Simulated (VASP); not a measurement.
# Ge (Fd-3m) in VASP: settings compared, part 2 of 2

VASP 6.6.1. Earlier steps stand in the parts before.

**3. Electric field gradients, PBE**

The input, INCAR:

```
SYSTEM = Ge
PREC = Accurate
ENCUT = 520
EDIFF = 1E-8
ISMEAR = -1
SIGMA = 0.05
LREAL = .False.
LASPH = .True.
NELM = 60
ALGO = Normal
ISIF = 2
LWAVE = .False.
LCHARG = .False.
GGA = PE
LEFG = .True.
NBANDS = 21
```

The input, KPOINTS:

```
Automatic mesh
0
Gamma
  11 11 11
  0 0 0
```

The input, POSCAR:

```
Ge
1.0
    0.0000000000      2.8287700000      2.8287700000
    2.8287700000      0.0000000000      2.8287700000
    2.8287700000      2.8287700000      0.0000000000
Ge
2
Direct
    0.5000000000      0.5000000000      0.5000000000
    0.7500000000      0.7500000000      0.7500000000
```

Potentials or basis: VASP PAW PBE potentials, release 64 (Ge_d).

On the command line:

```console
$ cat potpaw_PBE.64/Ge_d/POTCAR > POTCAR
$ mpirun -np 1 vasp_std > vasp.out
```

OUTCAR:

```text
SYSTEM = Ge
   PREC = Accurate
   ENCUT = 520
   EDIFF = 1E-8
   ISMEAR = -1
   LREAL = .False.
   LASPH = .True.
   NELM = 60
   ISIF = 2
   GGA = PE

 ion  position               nearest neighbor table
   1  0.500  0.500  0.500-   2 2.45   2 2.45   2 2.45   2 2.45
   2  0.750  0.750  0.750-   1 2.45   1 2.45   1 2.45   1 2.45

  LATTYP: Found a face centered cubic cell.
 ALAT       =     5.6575400000

  Lattice vectors:

 A1 = (   0.0000000000,   2.8287700000,   2.8287700000)
 A2 = (   2.8287700000,   0.0000000000,   2.8287700000)
[... 790 lines left out ...]
  ---------------------------------------------------
  free  energy   TOTEN  =        -9.0080776052 eV

  energy  without entropy=       -9.0076811650  energy(sigma->0) =       -9.00787939

 Electric field gradients (V/A^2)
---------------------------------------------------------------------
 ion       V_xx      V_yy      V_zz      V_xy      V_xz      V_yz
---------------------------------------------------------------------
   1       0.000     0.000    -0.000     0.004     0.004     0.004
   2       0.000     0.000    -0.000     0.004     0.004     0.004
---------------------------------------------------------------------

 Electric field gradients after diagonalization (V/A^2)
 (convention: |V_zz| > |V_xx| > |V_yy|)
----------------------------------------------------------------------
 ion       V_xx      V_yy      V_zz     asymmetry (V_yy - V_xx)/ V_zz
----------------------------------------------------------------------
   1      -0.004    -0.004     0.007       0.000
   2      -0.004    -0.004     0.007       0.000
----------------------------------------------------------------------

           NMR quadrupolar parameters

 Cq : quadrupolar parameter    Cq=e*Q*V_zz/h
 eta: asymmetry parameters     (V_yy - V_xx)/ V_zz
 Q  : nuclear electric quadrupole moment in mb (millibarn)
----------------------------------------------------------------------
 ion       Cq(MHz)       eta       Q (mb)
----------------------------------------------------------------------
   1       0.000       0.000       1.000
   2       0.000       0.000       1.000
----------------------------------------------------------------------
```

OSZICAR:

```text
N       E                     dE             d eps       ncg     rms          rms(c)
DAV:   1     0.191214955051E+03    0.19121E+03   -0.14690E+04  2638   0.366E+03
DAV:   2     0.184939446496E+02   -0.17272E+03   -0.16703E+03  2367   0.609E+02
DAV:   3    -0.820528987863E+01   -0.26699E+02   -0.26531E+02  2697   0.142E+02
DAV:   4    -0.908130032041E+01   -0.87601E+00   -0.87558E+00  2647   0.305E+01
DAV:   5    -0.909553081886E+01   -0.14230E-01   -0.14230E-01  2682   0.427E+00    0.320E+00
DAV:   6    -0.903688383038E+01    0.58647E-01   -0.21891E-02  2648   0.143E+00    0.190E+00
DAV:   7    -0.900619006580E+01    0.30694E-01   -0.47942E-02  2663   0.193E+00    0.146E-01
DAV:   8    -0.900785593134E+01   -0.16659E-02   -0.56848E-03  2662   0.891E-01    0.433E-02
DAV:   9    -0.900806275675E+01   -0.20683E-03   -0.25034E-04  2632   0.170E-01    0.138E-02
DAV:  10    -0.900807554078E+01   -0.12784E-04   -0.27577E-05  2798   0.605E-02    0.624E-03
DAV:  11    -0.900807754376E+01   -0.20030E-05   -0.47604E-06  2605   0.289E-02    0.186E-03
DAV:  12    -0.900807764863E+01   -0.10487E-06   -0.20594E-07  2647   0.469E-03    0.539E-04
DAV:  13    -0.900807763219E+01    0.16444E-07   -0.16675E-08  2159   0.215E-03    0.177E-04
DAV:  14    -0.900807760362E+01    0.28569E-07   -0.24743E-09  1576   0.476E-04    0.237E-05
DAV:  15    -0.900807760525E+01   -0.16253E-08   -0.31307E-10  1351   0.197E-04
   1 F= -.90080776E+01 E0= -.90078794E+01  d E =-.396440E-03
```

stdout:

```text
POSCAR found type information on POSCAR Ge
 POSCAR found :  1 types and       2 ions
 scaLAPACK will be used
 LDA part: xc-table for (Slater+PW92), standard interpolation
 POSCAR, INCAR and KPOINTS ok, starting setup
 FFT: planning ... GRIDC
 FFT: planning ... GRID_SOFT
 FFT: planning ... GRID
 WAVECAR not read
 entering main loop
ion   1

ion   2
```

Run time: 28 s. Hardware: 1 thread of Intel Xeon 6975P-C (Granite Rapids), shared host; peak memory 0.19 GiB.

What came out:

| Property | Result |
| --- | --- |
| Free energy | -9.0081 eV |
| Pressure | 3.6 GPa |
| Largest electric field gradient by atom | zero within the noise of the run |

Caveat: the cell stands under pressure.

**4. Electric field gradients, r2SCAN**

POSCAR is that of step 3.

The input, INCAR.step1:

```
SYSTEM = Ge
PREC = Accurate ; ENCUT = 520
ISMEAR = -1 ; SIGMA = 0.05
LREAL = .FALSE. ; LASPH = .TRUE.
NELM = 100 ; NBANDS = 21
GGA = PE ; ALGO = Normal
EDIFF = 1E-4 ; LWAVE = .TRUE.
LCHARG = .FALSE.
```

The input, INCAR.step2:

```
SYSTEM = Ge
PREC = Accurate ; ENCUT = 520
EDIFF = 1E-8 ; ISMEAR = -1
SIGMA = 0.05 ; LREAL = .FALSE.
LASPH = .TRUE. ; NELM = 100
ALGO = Normal ; ISIF = 2
LWAVE = .FALSE. ; LCHARG = .FALSE.
METAGGA = R2SCAN ; LMIXTAU = .TRUE.
LEFG = .TRUE. ; NBANDS = 21
ISTART = 1
```

The input, KPOINTS:

```
regular mesh
0
G
  11 11 11
  0 0 0
```

Potentials or basis: VASP PAW PBE potentials, release 64 (Ge_d).

On the command line:

```console
$ cat potpaw_PBE.64/Ge_d/POTCAR > POTCAR
$ cp INCAR.step1 INCAR
$ mpirun -np 1 vasp_std > vasp.out
$ cp INCAR.step2 INCAR
$ mpirun -np 1 vasp_std > vasp.out
```

OUTCAR:

```text
SYSTEM = Ge
   PREC = Accurate
   ENCUT = 520
   EDIFF = 1E-8
   ISMEAR = -1
   LREAL = .FALSE.
   LASPH = .TRUE.
   NELM = 100
   ISIF = 2
   METAGGA = R2SCAN
   ISTART = 1

 ion  position               nearest neighbor table
   1  0.500  0.500  0.500-   2 2.45   2 2.45   2 2.45   2 2.45
   2  0.750  0.750  0.750-   1 2.45   1 2.45   1 2.45   1 2.45

  LATTYP: Found a face centered cubic cell.
 ALAT       =     5.6575400000

  Lattice vectors:

 A1 = (   0.0000000000,   2.8287700000,   2.8287700000)
 A2 = (   2.8287700000,   0.0000000000,   2.8287700000)
 A3 = (   2.8287700000,   2.8287700000,   0.0000000000)

Analysis of symmetry for initial positions (statically):
=====================================================================
 Subroutine PRICEL returns:
 Original cell was already a primitive cell.

 Routine SETGRP: Setting up the symmetry group for a
 face centered cubic supercell.

 Subroutine GETGRP returns: Found 48 space group operations
[... 766 lines left out ...]
      direct lattice vectors                 reciprocal lattice vectors
     0.000000000  2.828770000  2.828770000    -0.176755268  0.176755268  0.176755268
     2.828770000  0.000000000  2.828770000     0.176755268 -0.176755268  0.176755268
     2.828770000  2.828770000  0.000000000     0.176755268  0.176755268 -0.176755268

 POSITION                                       TOTAL-FORCE (eV/Angst)
 -----------------------------------------------------------------------------------
      2.82877      2.82877      2.82877         0.000000      0.000000     -0.000000
      4.24315      4.24315      4.24315        -0.000000     -0.000000      0.000000
 -----------------------------------------------------------------------------------
    total drift:                                0.000000     -0.000000     -0.000000

  FREE ENERGIE OF THE ION-ELECTRON SYSTEM (eV)
  ---------------------------------------------------
  free  energy   TOTEN  =       -27.7426342304 eV

  energy  without entropy=      -27.7425800533  energy(sigma->0) =      -27.74260714

 Electric field gradients (V/A^2)
---------------------------------------------------------------------
 ion       V_xx      V_yy      V_zz      V_xy      V_xz      V_yz
---------------------------------------------------------------------
   1       0.000     0.000     0.000     0.004     0.004     0.004
   2       0.000     0.000     0.000     0.004     0.004     0.004
---------------------------------------------------------------------

 Electric field gradients after diagonalization (V/A^2)
 (convention: |V_zz| > |V_xx| > |V_yy|)
----------------------------------------------------------------------
 ion       V_xx      V_yy      V_zz     asymmetry (V_yy - V_xx)/ V_zz
----------------------------------------------------------------------
   1      -0.004    -0.004     0.007       0.000
   2      -0.004    -0.004     0.007       0.000
----------------------------------------------------------------------

           NMR quadrupolar parameters

 Cq : quadrupolar parameter    Cq=e*Q*V_zz/h
 eta: asymmetry parameters     (V_yy - V_xx)/ V_zz
 Q  : nuclear electric quadrupole moment in mb (millibarn)
----------------------------------------------------------------------
 ion       Cq(MHz)       eta       Q (mb)
----------------------------------------------------------------------
   1       0.000       0.000       1.000
   2       0.000       0.000       1.000
----------------------------------------------------------------------
```

Run time: 1.9 min. Hardware: 1 thread of Intel Xeon 6975P-C (Granite Rapids), shared host; peak memory 0.19 GiB.

What came out:

```
Free energy                             : -27.7426 eV
Pressure                                : 0.7 GPa
Band gap on the k mesh                  : 0.41 eV
Largest electric field gradient by atom : zero within the noise of the run
```

Caveat: the PAW data sets were made with another functional, which shifts forces and pressure a little; an odd mesh through Γ misses points on the zone boundary, where band edges can lie.

**5. Overview**

| level | potentials or basis | gap on the mesh (eV) | pressure (GPa) |
| --- | --- | --- | --- |
| LDA | VASP PAW LDA potentials, release 64 (Ge_d) | none | -1.2 |
| PBE | VASP PAW PBE potentials, release 64 (Ge_d) | - | 3.6 |
| r2SCAN | VASP PAW PBE potentials, release 64 (Ge_d) | 0.41 | 0.7 |

Alike in all rows: task electric field gradients; no spin polarisation; cell as given; k mesh 11 × 11 × 11; cutoff (eV) 520; smearing fermi-dirac 0.05 eV.

Caveats: semilocal functionals underestimate gaps, so a narrow gap can read as zero (at least some runs); the cell stands under pressure (at least some runs); the PAW data sets were made with another functional, which shifts forces and pressure a little (at least some runs); an odd mesh through Γ misses points on the zone boundary, where band edges can lie (at least some runs).

Total energies depend on the potentials used, so only differences within one code and one set of settings carry meaning.

**6. How close it comes**

Step 4. Against the measured gap of Ge, 0.807 eV (direct; 300 K; “Electronic and optical properties of SixGe1-x-ySny alloys lattice-matched to Ge”, 2021, arxiv:2109.02782), the calculated 0.41 eV is off by -0.40 eV. 3 values of this kind are on record (0.666 to 0.807 eV); this one was drawn at random among those near their median. Spin-orbit coupling on Ge is left out. The value is that of r2SCAN on a finite k mesh, which can miss the band edges, without temperature or zero-point motion.
